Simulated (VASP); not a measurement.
# MgBCl5 (P4/mmm) in VASP: notebook, part 3 of 3

VASP 6.6.1. Earlier steps stand in the parts before.

### Step 6. Relaxation of cell and atoms, PBE

This run uses another cell than the first one, of 23.36 Å³/atom, 1.179 times its volume.

File INCAR:

```
SYSTEM = MgBCl5
PREC = Accurate ; ENCUT = 600
EDIFF = 1E-7 ; ISMEAR = 0
SIGMA = 0.1 ; LREAL = .FALSE.
LASPH = .TRUE. ; NELM = 120
ALGO = Normal ; ISIF = 3
LWAVE = .FALSE. ; LCHARG = .FALSE.
GGA = PE ; IBRION = 2
NSW = 90 ; EDIFFG = -0.04
GGA_COMPAT = .FALSE. ; NELMIN = 4
```

File KPOINTS:

```
Automatic mesh
0
G
  4 4 2
  0 0 0
```

File POSCAR:

```
MgBCl5
1.0
    4.6704600800      0.0000000000      0.0000000000
    0.0000000000      4.6704600800      0.0000000000
    0.0000000000      0.0000000000      7.4953161700
Mg B Cl
1 1 5
Direct
    0.0000000000      0.0000000000      0.0000000000
    0.0000000000      0.0000000000      0.5000000000
    0.0000000000      0.5000000000      0.3014319200
    0.0000000000      0.5000000000      0.6985680800
    0.5000000000      0.0000000000      0.3014319200
    0.5000000000      0.0000000000      0.6985680800
    0.5000000000      0.5000000000      0.0000000000
```

Potentials or basis: VASP PAW PBE potentials, release 64 (Mg, B, Cl).

Launch:

```bash
> cat potpaw_PBE.64/Mg/POTCAR potpaw_PBE.64/B/POTCAR potpaw_PBE.64/Cl/POTCAR > POTCAR
> mpirun -np 1 vasp_std > vasp.out
```

OUTCAR:

```text
SYSTEM = MgBCl5
   PREC = Accurate
   ENCUT = 600
   EDIFF = 1E-7
   ISMEAR = 0
   LREAL = .FALSE.
   LASPH = .TRUE.
   NELM = 120
   ISIF = 3
   GGA = PE
   IBRION = 2
   NSW = 90
   EDIFFG = -0.04
   NELMIN = 4

 ion  position               nearest neighbor table
   1  0.000  0.000  0.000-
   2  0.000  0.000  0.500-
   3  0.000  0.500  0.301-
   4  0.000  0.500  0.699-
   5  0.500  0.000  0.301-
   6  0.500  0.000  0.699-
   7  0.500  0.500  0.000-

  LATTYP: Found a simple tetragonal cell.
 ALAT       =     4.6704600800
 C/A-ratio  =     1.6048346505

  Lattice vectors:

 A1 = (   4.6704600800,   0.0000000000,   0.0000000000)
 A2 = (   0.0000000000,   4.6704600800,   0.0000000000)
 A3 = (   0.0000000000,   0.0000000000,   7.4953161700)

Analysis of symmetry for initial positions (statically):
=====================================================================
 Subroutine PRICEL returns:
 Original cell was already a primitive cell.

 Routine SETGRP: Setting up the symmetry group for a
 simple tetragonal supercell.

 Subroutine GETGRP returns: Found 16 space group operations
 (whereof 16 operations were pure point group operations)
 out of a pool of 16 trial point group operations.

The static configuration has the point symmetry D_4h.

Analysis of symmetry for dynamics (positions and initial velocities):
=====================================================================
 Subroutine PRICEL returns:
 Original cell was already a primitive cell.

 Routine SETGRP: Setting up the symmetry group for a
 simple tetragonal supercell.

 Subroutine GETGRP returns: Found 16 space group operations
 (whereof 16 operations were pure point group operations)
 out of a pool of 16 trial point group operations.

The dynamic configuration has the point symmetry D_4h.

 Subroutine INISYM returns: Found 16 space group operations
 (whereof 16 operations are pure point group operations),
 and found     1 'primitive' translations

----------------------------------------------------------------------------------------

                                     Primitive cell

  volume of cell :     163.4968

  direct lattice vectors                    reciprocal lattice vectors
     4.670460080  0.000000000  0.000000000     0.214111668  0.000000000  0.000000000
     0.000000000  4.670460080  0.000000000     0.000000000  0.214111668  0.000000000
     0.000000000  0.000000000  7.495316170     0.000000000  0.000000000  0.133416653

  length of vectors
     4.670460080  4.670460080  7.495316170     0.214111668  0.214111668  0.133416653

  position of ions in fractional coordinates (direct lattice)
     0.000000000  0.000000000  0.000000000
     0.000000000  0.000000000  0.500000000
     0.000000000  0.500000000  0.301431920
     0.000000000  0.500000000  0.698568080
     0.500000000  0.000000000  0.301431920
     0.500000000  0.000000000  0.698568080
     0.500000000  0.500000000  0.000000000

  ion indices of the primitive-cell ions
   primitive index   ion index
                 1           1
                 2           2
                 3           3
                 4           4
[... 33 lines left out ...]
  0.250000  0.000000  0.000000      4.000000
  0.500000  0.000000  0.000000      2.000000
  0.250000  0.250000  0.000000      4.000000
  0.500000  0.250000  0.000000      4.000000
  0.500000  0.500000  0.000000      1.000000
  0.000000  0.000000  0.500000      1.000000
  0.250000  0.000000  0.500000      4.000000
  0.500000  0.000000  0.500000      2.000000
  0.250000  0.250000  0.500000      4.000000
  0.500000  0.250000  0.500000      4.000000
  0.500000  0.500000  0.500000      1.000000
   k-points           NKPTS =     12   k-points in BZ     NKDIM =     12   number of bands    NBANDS=     24
   number of dos      NEDOS =    301   number of ions     NIONS =      7
   total plane-waves  NPLWV =  96000
   dimension x,y,z NGX =    40 NGY =   40 NGZ =   60
   dimension x,y,z NGXF=    80 NGYF=   80 NGZF=  120
   ions per type =               1   1   5
   NGX,Y,Z   is equivalent  to a cutoff of  14.24, 14.24, 13.31 a.u.
   NGXF,Y,Z  is equivalent  to a cutoff of  28.48, 28.48, 26.62 a.u.
 SYSTEM =  MgBCl5
   PREC   = accura    normal or accurate (medium, high low for compatibility)
   ISTART =      0    job   : 0-new  1-cont  2-samecut
   ICHARG =      2    charge: 1-file 2-atom 10-const
   ISPIN  =      1    spin polarized calculation?
   LNONCOLLINEAR =      F non collinear calculations
   LSORBIT =      F    spin-orbit coupling
   LASPH  =      T    aspherical Exc in radial PAW
   ENCUT  =  600.0 eV  44.10 Ry    6.64 a.u.   9.33  9.33 14.97*2*pi/ulx,y,z
   NELM   =    120;   NELMIN=  4; NELMDL= -5     # of ELM steps
   EDIFF  = 0.1E-06   stopping-criterion for ELM
   LREAL  =      F    real-space projection
   EDIFFG = -.4E-01   stopping-criterion for IOM
   NSW    =     90    number of steps for IOM
   IBRION =      2    ionic relax: 0-MD 1-quasi-New 2-CG
   NFREE  =      1    steps in history (QN), initial steepest desc. (CG)
   ISIF   =      3    stress and relaxation
   ISYM   =      2    0-nonsym 1-usesym 2-fastsym
   POTIM  = 0.5000    time-step for ionic-motion
   TEBEG  =    0.0;   TEEND  =   0.0 temperature during run
   PSTRESS=    0.0 pullay stress
   NELECT =      40.0000    total number of electrons
   NUPDOWN=      -1.0000    fix difference up-down
   EMIN   =  10.00;   EMAX   =-10.00  energy-range for DOS
   EFERMI =   0.00;   METHOD = LEGACY
   ISMEAR =     0;   SIGMA  =   0.10  broadening in eV -4-tet -1-fermi 0-gaus
   EFERMI_NEDOS =   21; number of points for ismear=-14 and -15
   IALGO  =     38    algorithm
   IMIX   =      4    mixing-type and parameters
     AMIX     =   0.40;   BMIX     =  1.00
     AMIX_MAG =   1.60;   BMIX_MAG =  1.00
  volume/ion in A,a.u.               =      23.36       157.62
  Fermi-wavevector in a.u.,A,eV,Ry     =   1.023902  1.934894 14.264013  1.048375
  Thomas-Fermi vector in A             =   2.157660
   LORBIT       =      0    0 simple, 1 ext, 2 COOP (PROOUT), +10 PAW based schemes
   GGA     = PE    functional components
   LHFCALC =     F    Hartree Fock is set to
   AEXX    =    0.0000 exact exchange contribution
   IVDW    =     0    specifies the selected vdW correction
   LEPSILON=     F    determine dielectric tensor
   LRPA    =     F    only Hartree local field effects (RPA)
 conjugate gradient relaxation of ions
 non-spin polarized calculation
 Gauss-broadening in eV      SIGMA  =   0.10
  energy-cutoff  :      600.00
  volume of cell :      163.50
 maximum number of plane-waves:      5486
 NGX is ok and might be reduce to    40
   NGX = 19   NGY = 19   NGZ = 29

--------------------------------------- Ionic step        1  -------------------------------------------

 number of electron      39.9999993 magnetization

 Free energy of the ion-electron system (eV)
  ---------------------------------------------------
  ext. energy  EPLUGINS =         0.00000000
  ---------------------------------------------------
  free energy    TOTEN  =       -14.85610258 eV

  energy without entropy =      -14.80451266  energy(sigma->0) =      -14.83030762

------------------------ aborting loop because EDIFF is reached ----------------------------------------

  FORCE on cell =-STRESS in cart. coord.  units (eV):
  Direction    XX          YY          ZZ          XY          YZ          ZX
  --------------------------------------------------------------------------------------
  -------------------------------------------------------------------------------------
  Total       -4.5755660     -4.5755660     -3.4470447      0.0000000      0.0000000      0.0000000
  in kB      -44.8379883    -44.8379883    -33.7791112      0.0000000      0.0000000      0.0000000
  external PRESSURE =     -41.1516960 kB  Pullay stress =       0.0000000 kB
[... 104 lines left out ...]
  FREE ENERGIE OF THE ION-ELECTRON SYSTEM (eV)
  ---------------------------------------------------
  free  energy   TOTEN  =       -15.2459818324 eV

  energy  without entropy=      -15.1885186004  energy(sigma->0) =      -15.21725022

[... ionic steps 4 to 22 ...]

--------------------------------------- Ionic step       23  -------------------------------------------

 number of electron      40.0000006 magnetization

------------------------ aborting loop because EDIFF is reached ----------------------------------------
[... 77 lines left out ...]
--------------------------------------- Ionic step       25  -------------------------------------------

 number of electron      40.0000004 magnetization

 Free energy of the ion-electron system (eV)
  ---------------------------------------------------
  ext. energy  EPLUGINS =         0.00000000
  ---------------------------------------------------
  free energy    TOTEN  =       -15.84290254 eV

  energy without entropy =      -15.82031093  energy(sigma->0) =      -15.83160673

 E-fermi :   3.1469     XC(G=0):  -9.3520

 val. band max:        3.1281087740   @ k =   0.5000   0.5000   0.5000
 cond. band min:       3.2180336090   @ k =   0.2500   0.2500   0.5000
 fundamental gap:      0.0899248350
 Fermi energy:         3.1468640792

 k-point     1 :       0.0000    0.0000    0.0000
  band No.  band energies     occupation
      1     -12.9270      2.00000
      2     -12.2585      2.00000
      3     -11.8868      2.00000
      4     -10.4234      2.00000
      5     -10.0596      2.00000
      6      -3.1281      2.00000
[... 347 lines left out ...]
  FREE ENERGIE OF THE ION-ELECTRON SYSTEM (eV)
  ---------------------------------------------------
  free  energy   TOTEN  =       -15.8429025355 eV

  energy  without entropy=      -15.8203109282  energy(sigma->0) =      -15.83160673

 reached required accuracy - stopping structural energy minimisation
```

Run time: 10 min. Hardware: 1 thread of Intel Xeon 6975P-C (Granite Rapids), shared host; peak memory 0.35 GiB.

What came out:

```yaml
Free_energy: -15.8429 eV
Relaxed_volume: 19.60 Å³/atom
Relaxed_cell: a = 4.064 Å, b = 4.064 Å, c = 8.307 Å, α = 90.00°, β = 90.00°, γ = 90.00°
Space_group_after_relaxing_to_0.05_Å: P4/mmm (No. 123)
Energy_gained_by_relaxing: 141.0 meV/atom
Ionic_steps: 25
Pressure_after_relaxing: 0.2 GPa
Largest_force_after_relaxing: 0.022 eV/Å
Band_gap_on_the_k_mesh: zero (band 20 reaches 3.68 eV, above the bottom of band 21 at 3.00 eV)
```

Forces in eV/Å, atoms in the order of the input:
```
Mg   0.000  0.000  0.000
B    0.000  0.000  0.000
Cl   0.000  0.000  0.022
Cl   0.000  0.000 -0.022
Cl   0.000  0.000  0.022
Cl   0.000  0.000 -0.022
Cl   0.000  0.000  0.000
```

Step by step:
```csv
step,energy change (eV),largest force (eV/Å),pressure (GPa),volume (Å³)
1,0.0000,0.3502,-4.12,163.50
2,-0.3058,0.2617,-2.17,149.71
3,-0.3899,0.1792,-0.06,140.42
4,-0.3909,0.1670,0.28,139.22
5,-0.4089,0.1155,0.24,139.38
6,-0.4590,0.1136,0.11,139.79
7,-0.4374,0.5430,0.46,140.28
8,-0.4704,0.3499,0.17,140.06
9,-0.4810,0.4032,0.08,140.32
10,-0.5088,0.5240,-0.08,141.04
11,-0.5649,0.6293,-0.09,142.14
12,-0.5415,0.2912,1.49,143.00
13,-0.5898,0.5336,0.35,142.66
14,-0.6502,0.4042,-0.05,144.38
15,-0.6683,0.3058,-0.25,145.66
16,-0.7224,0.3636,-0.50,144.77
17,-0.8917,0.3456,-0.88,142.00
18,-0.6879,0.6541,0.78,135.97
19,-0.9206,0.2709,-0.80,140.79
20,-0.9354,0.1861,-0.73,139.63
21,-0.9653,0.0671,0.19,136.54
22,-0.9668,0.0247,0.48,135.71
23,-0.9843,0.0261,0.31,136.67
24,-0.9868,0.0216,0.24,137.23
25,-0.9868,0.0219,0.24,137.20
```

Final structure:
```
Mg B Cl
1.0
     4.06384    0.00000    0.00000
     0.00000    4.06384    0.00000
     0.00000    0.00000    8.30742
Mg B Cl
1 1 5
Direct
  0.00000 0.00000 0.00000
  0.00000 0.00000 0.50000
  0.00000 0.50000 0.31748
  0.00000 0.50000 0.68252
  0.50000 0.00000 0.31748
  0.50000 0.00000 0.68252
  0.50000 0.50000 0.00000
```

Caveat: the k points lie up to 0.39 Å⁻¹ apart in the final cell; the volume moved by over 15 % at a fixed basis, so the end points are rough.

### Step 7. The runs side by side

```csv
task,cell,k mesh,cutoff (eV),gap on the mesh (eV),pressure (GPa),relaxed volume (Å³/atom),largest force (eV/Å)
single point,"a = 4.085, b = 4.085, c = 8.310 Å, 7 atoms",10 × 10 × 6,520,none,-0.2,-,0.01
relaxation of cell and atoms,"relaxed from a = 4.075, b = 4.075, c = 8.326 Å, 7 atoms",10 × 10 × 6,600,none,0.0,19.75,-
single point,"a = 4.670, b = 4.670, c = 7.495 Å, 7 atoms",4 × 4 × 2,520,none,-4.2,-,0.35
single point,"a = 4.075, b = 4.075, c = 8.326 Å, 7 atoms",4 × 4 × 2,600,none,-0.1,-,-
relaxation of cell and atoms,"relaxed from a = 4.670, b = 4.670, c = 7.495 Å, 7 atoms",4 × 4 × 2,600,none,0.2,19.60,0.02
```

Alike in all rows: level PBE; potentials or basis VASP PAW PBE potentials, release 64 (Mg, B, Cl); no spin polarisation; smearing gaussian 0.1 eV.

Caveats: some runs use coarse meshes; the volume moved by over 15 % at a fixed basis, so the end points are rough (some runs).

Total energies depend on the potentials used, so only differences within one code and one set of settings carry meaning.
